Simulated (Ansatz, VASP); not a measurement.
## One calculation of O, two programs

```
CELL_PARAMETERS angstrom
4.04225 0.00000 -0.05113
0.00000 4.02616 0.00000
-1.06459 0.00000 2.79144
ATOMIC_POSITIONS crystal
O 0.33986 0.68420 0.67023
O 0.66014 0.68420 0.82977
O 0.66014 0.31580 0.32977
O 0.33986 0.31580 0.17023
```

Alike in both runs: task single point; functional r2SCAN; dispersion D4; k mesh 6 × 4 × 6; no spin polarisation.

```csv
,VASP,Ansatz
version,VASP 6.6.1,Ansatz 0.2.0
potentials or method,"VASP PAW PBE potentials, release 64 (O)",plane waves
plane-wave cutoff (eV),520,500
occupations,"gaussian, width 0.01 eV",fixed
valence electrons in the cell,24,24
```

Ansatz gave:

```
gap on the k mesh at the Fermi level (eV)                     : 0.99
pressure (GPa)                                                : 0.4
traceless stress, the component that is largest in VASP (GPa) : -0.22
rms of the force components (eV/Å)                            : 0.037
```

Task: Which values does VASP return?

Result: gap on the k mesh at the Fermi level (eV): 0.99; pressure (GPa): 4.3; traceless stress, the component that is largest in VASP (GPa): 6.63; rms of the force components (eV/Å): 0.839.

VASP's potentials were made for PBE, not for r2SCAN. Atom by atom the forces differ by 0.875 eV/Å (rms over components).

Noted on VASP's run: the standard files for N, O and F lose accuracy on very short bonds; spin is off for a triplet molecule.
